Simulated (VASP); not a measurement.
# Mg2ZnS3 (P31m) in VASP: further runs

Mg2ZnS3 is run at these levels: PBE; tasks: single point.

Everything below comes from runs of VASP 6.6.1. Logs are shortened: lines on timing, memory, paths and dates and some standing lists are left out, and cuts for length are marked.

## Step 1: The cell of the first run

It takes space group P31m (No. 157, trigonal). Conventional cell: a = 4.164 Å, b = 4.164 Å, c = 8.448 Å, α = 90.00°, β = 90.00°, γ = 120.00°. Mg (site symmetry 3m) has 1 Zn at 2.82 Å and 1 Mg at 3.52 Å within 3.7 Å. Mg (site symmetry 3m) has 1 Zn at 2.11 Å and 3 S at 2.29 Å within 2.8 Å. Within 2.4 Å of Zn (site symmetry 3m) lie 3 S at 1.83 Å and 1 Mg at 2.11 Å. Within 2.4 Å of S (site symmetry m) lie 1 Zn at 1.83 Å and 4 S at 2.17 Å and 1 Mg at 2.29 Å.

## Step 2: Single point, PBE

The input, INCAR:

```
PREC     = Accurate       # precision mode
ENCUT    = 520            # plane-wave cutoff, eV
EDIFF    = 1E-6           # SCF threshold, eV
ISMEAR   = 0              # smearing method
SIGMA    = 0.1            # smearing width, eV
LREAL    = False          # projectors in reciprocal space
LASPH    = True           # aspherical terms in the spheres
NELM     = 80             # most SCF steps
ALGO     = Normal         # electronic algorithm
ISIF     = 2              # what is computed and relaxed
LWAVE    = False          # write WAVECAR
LCHARG   = False          # write CHGCAR
GGA      = PE             # functional
NBANDS   = 26             # bands
```

The input, KPOINTS:

```
regular mesh
0
Gamma
  6 6 2
```

The input, POSCAR:

```
Mg2ZnS3
1.0
    4.1635547900      0.0000000000      0.0000000000
   -2.0817773900      3.6057442200      0.0000000000
    0.0000000000      0.0000000000      8.4477177300
Mg Zn S
2 1 3
Direct
    0.0000000000      0.0000000000      0.4881386000
    0.0000000000      0.0000000000      0.0717538700
    0.0000000000      0.0000000000      0.8219840900
    0.5840618100      0.0000000000      0.8935178100
    0.0000000000      0.5840618100      0.8935178100
    0.4159381900      0.4159381900      0.8935178100
```

Potentials or basis: VASP PAW PBE potentials, release 64 (Mg, Zn, S).

Started as:

```console
$ cat potpaw_PBE.64/Mg/POTCAR potpaw_PBE.64/Zn/POTCAR potpaw_PBE.64/S/POTCAR > POTCAR
$ mpirun -np 1 vasp_std > vasp.out
```

OUTCAR:

```text
PREC = Accurate
   ENCUT = 520
   EDIFF = 1E-6
   ISMEAR = 0
   LREAL = False
   LASPH = True
   NELM = 80
   ISIF = 2
   GGA = PE

 ion  position               nearest neighbor table
   1  0.000  0.000  0.488-   3 2.82   2 3.52
   2  0.000  0.000  0.072-   3 2.11   5 2.29   4 2.29   6 2.29   5 2.86   4 2.86   6 2.86   1 3.52

   3  0.000  0.000  0.822-   5 1.83   4 1.83   6 1.83   2 2.11   5 2.51   4 2.51   6 2.51   1 2.82

   4  0.584  0.000  0.894-   3 1.83   6 2.17   6 2.17   5 2.17   5 2.17   2 2.29   3 2.51   2 2.86

   5  0.000  0.584  0.894-   3 1.83   6 2.17   6 2.17   4 2.17   4 2.17   2 2.29   3 2.51   2 2.86

   6  0.416  0.416  0.894-   3 1.83   4 2.17   5 2.17   4 2.17   5 2.17   2 2.29   3 2.51   2 2.86

  LATTYP: Found a hexagonal cell.
 ALAT       =     4.1635547900
 C/A-ratio  =     2.0289675905

  Lattice vectors:

 A1 = (   4.1635547900,   0.0000000000,   0.0000000000)
 A2 = (  -2.0817773900,   3.6057442200,   0.0000000000)
 A3 = (   0.0000000000,   0.0000000000,   8.4477177300)

Analysis of symmetry for initial positions (statically):
=====================================================================
 Subroutine PRICEL returns:
 Original cell was already a primitive cell.

 Routine SETGRP: Setting up the symmetry group for a
 hexagonal supercell.

 Subroutine GETGRP returns: Found  6 space group operations
 (whereof  6 operations were pure point group operations)
 out of a pool of 24 trial point group operations.

The static configuration has the point symmetry C_3v.

Analysis of symmetry for dynamics (positions and initial velocities):
=====================================================================
 Subroutine PRICEL returns:
 Original cell was already a primitive cell.

 Routine SETGRP: Setting up the symmetry group for a
 hexagonal supercell.

 Subroutine GETGRP returns: Found  6 space group operations
 (whereof  6 operations were pure point group operations)
 out of a pool of 24 trial point group operations.

The dynamic configuration has the point symmetry C_3v.

 Subroutine INISYM returns: Found  6 space group operations
 (whereof  6 operations are pure point group operations),
 and found     1 'primitive' translations

----------------------------------------------------------------------------------------

                                     Primitive cell

  volume of cell :     126.8232

  direct lattice vectors                    reciprocal lattice vectors
     4.163554790  0.000000000  0.000000000     0.240179378  0.138667628  0.000000000
    -2.081777390  3.605744220  0.000000000     0.000000000  0.277335257  0.000000000
     0.000000000  0.000000000  8.447717730     0.000000000  0.000000000  0.118375167

  length of vectors
     4.163554790  4.163554789  8.447717730     0.277335257  0.277335257  0.118375167

  position of ions in fractional coordinates (direct lattice)
     0.000000000  0.000000000  0.488138600
     0.000000000  0.000000000  0.071753870
     0.000000000  0.000000000  0.821984090
     0.584061810  0.000000000  0.893517810
     0.000000000  0.584061810  0.893517810
     0.415938190  0.415938190  0.893517810

  ion indices of the primitive-cell ions
   primitive index   ion index
                 1           1
                 2           2
                 3           3
                 4           4
                 5           5
                 6           6

----------------------------------------------------------------------------------------

 KPOINTS: regular mesh

Automatic generation of k-mesh.
 Grid dimensions read from file:
 generate k-points for:    6    6    2

 Generating k-lattice:

  Cartesian coordinates                     Fractional coordinates (reciprocal lattice)
     0.040029896  0.023111271  0.000000000     0.166666667  0.000000000  0.000000000
     0.000000000  0.046222543  0.000000000     0.000000000  0.166666667  0.000000000
     0.000000000  0.000000000  0.059187584     0.000000000  0.000000000  0.500000000

  Length of vectors
     0.046222543  0.046222543  0.059187584

  Shift w.r.t. Gamma in fractional coordinates (k-lattice)
     0.000000000  0.000000000  0.000000000

 Subroutine IBZKPT returns following result:
 ===========================================

 Found     14 irreducible k-points:

 Following reciprocal coordinates:
            Coordinates               Weight
  0.000000  0.000000  0.000000      1.000000
  0.166667 -0.000000  0.000000      6.000000
  0.333333 -0.000000  0.000000      6.000000
  0.500000 -0.000000  0.000000      3.000000
  0.166667  0.166667  0.000000      6.000000
  0.333333  0.166667  0.000000     12.000000
  0.333333  0.333333  0.000000      2.000000
  0.000000  0.000000  0.500000      1.000000
  0.166667 -0.000000  0.500000      6.000000
  0.333333 -0.000000  0.500000      6.000000
  0.500000 -0.000000  0.500000      3.000000
  0.166667  0.166667  0.500000      6.000000
  0.333333  0.166667  0.500000     12.000000
  0.333333  0.333333  0.500000      2.000000
   k-points           NKPTS =     14   k-points in BZ     NKDIM =     14   number of bands    NBANDS=     26
   number of dos      NEDOS =    301   number of ions     NIONS =      6
   total plane-waves  NPLWV =  65536
   dimension x,y,z NGX =    32 NGY =   32 NGZ =   64
   dimension x,y,z NGXF=    64 NGYF=   64 NGZF=  128
   ions per type =               2   1   3
   NGX,Y,Z   is equivalent  to a cutoff of  12.78, 12.78, 12.59 a.u.
   NGXF,Y,Z  is equivalent  to a cutoff of  25.55, 25.55, 25.19 a.u.
 SYSTEM =  unknown system
   PREC   = accura    normal or accurate (medium, high low for compatibility)
   ISTART =      0    job   : 0-new  1-cont  2-samecut
   ICHARG =      2    charge: 1-file 2-atom 10-const
   ISPIN  =      1    spin polarized calculation?
   LNONCOLLINEAR =      F non collinear calculations
   LSORBIT =      F    spin-orbit coupling
   LASPH  =      T    aspherical Exc in radial PAW
   ENCUT  =  520.0 eV  38.22 Ry    6.18 a.u.   7.74  7.74 15.71*2*pi/ulx,y,z
   NELM   =     80;   NELMIN=  2; NELMDL= -5     # of ELM steps
   EDIFF  = 0.1E-05   stopping-criterion for ELM
   LREAL  =      F    real-space projection
   EDIFFG = 0.1E-04   stopping-criterion for IOM
   NSW    =      0    number of steps for IOM
   IBRION =     -1    ionic relax: 0-MD 1-quasi-New 2-CG
   NFREE  =      0    steps in history (QN), initial steepest desc. (CG)
   ISIF   =      2    stress and relaxation
   ISYM   =      2    0-nonsym 1-usesym 2-fastsym
   POTIM  = 0.5000    time-step for ionic-motion
   TEBEG  =    0.0;   TEEND  =   0.0 temperature during run
   PSTRESS=    0.0 pullay stress
   NELECT =      34.0000    total number of electrons
   NUPDOWN=      -1.0000    fix difference up-down
   EMIN   =  10.00;   EMAX   =-10.00  energy-range for DOS
   EFERMI =   0.00;   METHOD = LEGACY
   ISMEAR =     0;   SIGMA  =   0.10  broadening in eV -4-tet -1-fermi 0-gaus
   EFERMI_NEDOS =   21; number of points for ismear=-14 and -15
   IALGO  =     38    algorithm
   IMIX   =      4    mixing-type and parameters
     AMIX     =   0.40;   BMIX     =  1.00
     AMIX_MAG =   1.60;   BMIX_MAG =  1.00
  volume/ion in A,a.u.               =      21.14       142.64
  Fermi-wavevector in a.u.,A,eV,Ry     =   1.055605  1.994805 15.161010  1.114303
  Thomas-Fermi vector in A             =   2.190810
   LORBIT       =      0    0 simple, 1 ext, 2 COOP (PROOUT), +10 PAW based schemes
   GGA     = PE    functional components
   LHFCALC =     F    Hartree Fock is set to
   AEXX    =    0.0000 exact exchange contribution
   IVDW    =     0    specifies the selected vdW correction
   LEPSILON=     F    determine dielectric tensor
   LRPA    =     F    only Hartree local field effects (RPA)
 non-spin polarized calculation
 Gauss-broadening in eV      SIGMA  =   0.10
  energy-cutoff  :      520.00
  volume of cell :      126.82
 maximum number of plane-waves:      3428
 NGX is ok and might be reduce to    32
   NGX = 15   NGY = 15   NGZ = 31

 number of electron      33.9999993 magnetization

 Free energy of the ion-electron system (eV)
  ---------------------------------------------------
  ext. energy  EPLUGINS =         0.00000000
  ---------------------------------------------------
  free energy    TOTEN  =        -2.22112929 eV

  energy without entropy =       -2.19663554  energy(sigma->0) =       -2.20888242

 E-fermi :   4.5766     XC(G=0):  -8.6253

 val. band max:        4.5749849426   @ k =   0.5000  -0.0000   0.5000
 cond. band min:       4.6191725054   @ k =   0.5000  -0.0000   0.0000
 fundamental gap:      0.0441875628
 Fermi energy:         4.5766393033

 k-point     1 :       0.0000    0.0000    0.0000
  band No.  band energies     occupation
      1     -17.5056      2.00000
      2     -10.0883      2.00000
      3     -10.0883      2.00000
      4      -7.7236      2.00000
      5      -7.7236      2.00000
      6      -7.7151      2.00000
[... 18 lines left out ...]
     25      10.6555      0.00000
     26      10.6555      0.00000

 k-point     2 :       0.1667   -0.0000    0.0000
  band No.  band energies     occupation
      1     -17.2242      2.00000
      2     -11.1736      2.00000
      3     -10.3384      2.00000
      4      -8.3191      2.00000
      5      -7.7993      2.00000
      6      -7.0939      2.00000
[... 18 lines left out ...]
     25       9.8367      0.00000
     26      10.5617      0.00000

 k-point     3 :       0.3333   -0.0000    0.0000
  band No.  band energies     occupation
      1     -16.4080      2.00000
      2     -13.0797      2.00000
      3     -10.7188      2.00000
      4      -8.6607      2.00000
      5      -7.7270      2.00000
      6      -6.8625      2.00000
[... 282 lines left out ...]
 k-point    13 :       0.3333    0.1667    0.5000
  band No.  band energies     occupation
      1     -15.6563      2.00000
      2     -13.8979      2.00000
      3     -11.7694      2.00000
      4      -8.2566      2.00000
      5      -7.7485      2.00000
      6      -6.7302      2.00000
[... 18 lines left out ...]
     25       9.2295      0.00000
     26      10.2981      0.00000

 k-point    14 :       0.3333    0.3333    0.5000
  band No.  band energies     occupation
      1     -14.6592      2.00000
      2     -14.6592      2.00000
      3     -12.6151      2.00000
      4      -7.9003      2.00000
      5      -7.9003      2.00000
      6      -6.6661      2.00000
[... 18 lines left out ...]
     25       9.7555      0.00000
     26       9.7555      0.00000

------------------------ aborting loop because EDIFF is reached ----------------------------------------

  FORCE on cell =-STRESS in cart. coord.  units (eV):
  Direction    XX          YY          ZZ          XY          YZ          ZX
  --------------------------------------------------------------------------------------
  -------------------------------------------------------------------------------------
  Total       54.0220442     54.0220443     20.0879779      0.0000001      0.0000000      0.0000000
  in kB      682.4691150    682.4691157    253.7746336      0.0000009      0.0000000      0.0000000
  external PRESSURE =     539.5709548 kB  Pullay stress =       0.0000000 kB

 VOLUME and BASIS-vectors are now :
 -----------------------------------------------------------------------------
  energy-cutoff  :      520.00
  volume of cell :      126.82
      direct lattice vectors                 reciprocal lattice vectors
     4.163554790  0.000000000  0.000000000     0.240179378  0.138667628  0.000000000
    -2.081777390  3.605744220  0.000000000     0.000000000  0.277335257  0.000000000
     0.000000000  0.000000000  8.447717730     0.000000000  0.000000000  0.118375167

 POSITION                                       TOTAL-FORCE (eV/Angst)
 -----------------------------------------------------------------------------------
      0.00000      0.00000      4.12366         0.000000     -0.000000     -0.700533
      0.00000      0.00000      0.60616         0.000000     -0.000000      8.133739
      0.00000      0.00000      6.94389         0.000000      0.000000    -16.700487
      2.43177      0.00000      7.54819        -7.371706     -0.000000      3.089093
     -1.21589      2.10598      7.54819         3.685853     -6.384085      3.089093
      0.86589      1.49977      7.54819         3.685853      6.384085      3.089093
 -----------------------------------------------------------------------------------
    total drift:                                0.000002      0.000003     -0.002138

  FREE ENERGIE OF THE ION-ELECTRON SYSTEM (eV)
  ---------------------------------------------------
  free  energy   TOTEN  =        -2.2211292934 eV

  energy  without entropy=       -2.1966355368  energy(sigma->0) =       -2.20888242
```

It took 44 s on 1 thread of Intel Xeon Platinum 8124M at 3.00GHz (Skylake/Cascade Lake), shared host; peak memory 0.26 GiB.

What came out:

- Free energy: -2.2211 eV
- Pressure: 54.0 GPa
- Largest force: 16.700 eV/Å
- Band gap on the k mesh: zero (band 17 reaches 4.96 eV, above the bottom of band 18 at 4.17 eV)

Forces on the atoms (eV/Å):
```
Mg    0.000   0.000  -0.701
Mg    0.000   0.000   8.134
Zn    0.000   0.000 -16.700
S    -7.372   0.000   3.089
S     3.686  -6.384   3.089
S     3.686   6.384   3.089
```

Caveat: the k points lie up to 0.37 Å⁻¹ apart; forces of over 1 eV/Å act on the atoms, so gaps and moduli don't describe the material at rest.

## Step 3: Single point, PBE

This run uses another cell than the first one, of 31.75 Å³/atom, 1.502 times its volume.

The input, INCAR:

```
  PREC = Accurate
  ENCUT = 520
  EDIFF = 1E-6
  ISMEAR = 0
  SIGMA = 0.1
  LREAL = F
  LASPH = T
  NELM = 100
  ALGO = Normal
  ISIF = 2
  LWAVE = F
  LCHARG = F
  GGA = PE
  NBANDS = 26
```

KPOINTS is that of step 2.

The input, POSCAR:

```
Mg2ZnS3
1.0
    5.0550871309     -0.0000000035      0.0000000000
   -2.5275435624      4.3778338754      0.0000000000
    0.0000000000      0.0000000000      8.6077873070
Mg Zn S
2 1 3
Direct
    0.0000000000      0.0000000000      0.4445367994
    0.0000000000      0.0000000000      0.0966668074
    0.0000000000      0.0000000000      0.7520834089
    0.5926264959      0.0000000000      0.9230476581
    0.0000000000      0.5926264959      0.9230476581
    0.4073735041      0.4073735041      0.9230476581
```

Potentials or basis: VASP PAW PBE potentials, release 64 (Mg, Zn, S).

Started as:

```console
$ cat potpaw_PBE.64/Mg/POTCAR potpaw_PBE.64/Zn/POTCAR potpaw_PBE.64/S/POTCAR > POTCAR
$ mpirun -np 1 vasp_std > vasp.out
```

It took 83 s on 1 thread of Intel Xeon Platinum 8124M at 3.00GHz (Skylake/Cascade Lake), shared host; peak memory 0.34 GiB.

The run converged. Its results:

- Free energy: -15.1836 eV
- Pressure: 0.0 GPa
- Largest force: 0.015 eV/Å
- Band gap on the k mesh: zero (band 17 reaches 1.39 eV, above the bottom of band 18 at 0.84 eV)

Forces in eV/Å, atoms in the order of the input:
```
Mg   0.000  0.000 -0.002
Mg   0.000  0.000  0.001
Zn   0.000  0.000 -0.015
S   -0.002  0.000  0.006
S    0.001 -0.002  0.006
S    0.001  0.002  0.006
```

Stress tensor (GPa, compression positive):
```
 0.02  0.00  0.00
 0.00  0.02  0.00
 0.00  0.00 -0.06
```

Levels at points of the mesh, in eV from the Fermi level:
```csv
k point,band 14,band 15,band 16,band 17,band 18,band 19,band 20,band 21
"(0.00, 0.00, 0.00)",-2.84,-1.53,-1.53,-0.32,2.26,2.54,2.54,3.61
"(0.50, 0.00, 0.00)",-2.33,-2.04,-1.58,-0.74,0.06,0.39,1.34,2.80
"(0.00, 0.00, 0.50)",-2.53,-1.53,-1.53,-1.07,2.54,2.54,2.71,3.26
"(0.50, 0.00, 0.50)",-2.19,-1.70,-1.57,-0.74,-0.45,0.82,1.16,2.35
```

Caveat: the k points lie up to 0.36 Å⁻¹ apart.
